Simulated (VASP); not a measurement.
Runs of VASP 6.6.1 on Yb. The structure is cubic, space group Fm-3m (No. 225). Conventional cell: a = 4.914 Å, b = 4.914 Å, c = 4.914 Å, α = 90.00°, β = 90.00°, γ = 90.00°. Yb (site symmetry m-3m) has 12 Yb at 3.47 Å within 4.6 Å. 

```tsv
smearing	gap on the mesh (eV)	pressure (GPa)
fermi-dirac 0.6 eV	none	(a)
gaussian 0.03 eV	none	-0.1
fermi-dirac 0.01 eV	none	0.0
fermi-dirac 0.1 eV	none	-0.3
methfessel-paxton 0.2 eV	none	-0.6
gaussian 0.3 eV	none	0.0
methfessel-paxton 1 eV	none	4.0
methfessel-paxton 0.6 eV	none	(b)
```

Alike in all rows: task single point; level LDA; potentials or basis VASP PAW PBE potentials, release 64 (Yb); no spin polarisation; cell as given; k mesh 11 × 11 × 11; cutoff (eV) 520.

Task: Estimate the missing entries.

Result: (a) 1.2; (b) -2.2.

Caveats: the PAW data sets were made with another functional, which shifts forces and pressure a little; spin-orbit coupling is left out, which moves the levels of the heavy elements; so wide a smearing shifts energies and pressures (at least some runs); the cell stands under pressure (at least some runs).

A k mesh can miss the band edges, and the runs leave out spin-orbit coupling on Yb.

A gap of «none» marks levels without a gap at the run's occupations.
